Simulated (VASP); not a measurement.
Here is a VASP 6.6.1 calculation.

Contents of INCAR:

```
SYSTEM = NiO2
PREC = Accurate
ENCUT = 520
EDIFF = 1E-6
ISMEAR = 0
SIGMA = 0.05
LREAL = .False.
LASPH = .True.
NELM = 60
ALGO = Normal
ISIF = 2
LWAVE = .False.
LCHARG = .False.
NBANDS = 18
```

The input KPOINTS:

```
Automatic mesh
0
Gamma
  12 12 6
  0 0 0
```

POSCAR

```
NiO2
1.0
    2.8038519370      0.0000000000      0.0000000000
   -1.4019259685      2.4282070059      0.0000000000
    0.0000000000      0.0000000000      4.0838103463
Ni O
1 2
Direct
    0.0000000000      0.0000000000      0.5000000000
    0.6666666667      0.3333333333      0.6829609091
    0.3333333333      0.6666666667      0.3170390909
```

Potentials or basis: VASP PAW LDA potentials, release 64 (Ni, O).

Run with:

```bash
$ cat potpaw_LDA.64/Ni/POTCAR potpaw_LDA.64/O/POTCAR > POTCAR
$ mpirun -np 1 vasp_std > vasp.out
```

Predict the band gap on the k mesh.

0.58 eV, indirect (least direct gap 1.12 eV).

Estimate the pressure.

26.0 GPa.

What does it give for the largest force?

3.368 eV/Å.

Stress tensor (GPa, compression positive):
```
25.08  0.00  0.00
 0.00 25.08  0.00
 0.00  0.00 27.78
```

Caveat: forces of over 1 eV/Å act on the atoms, so gaps and moduli don't describe the material at rest. A k mesh can miss the band edges.
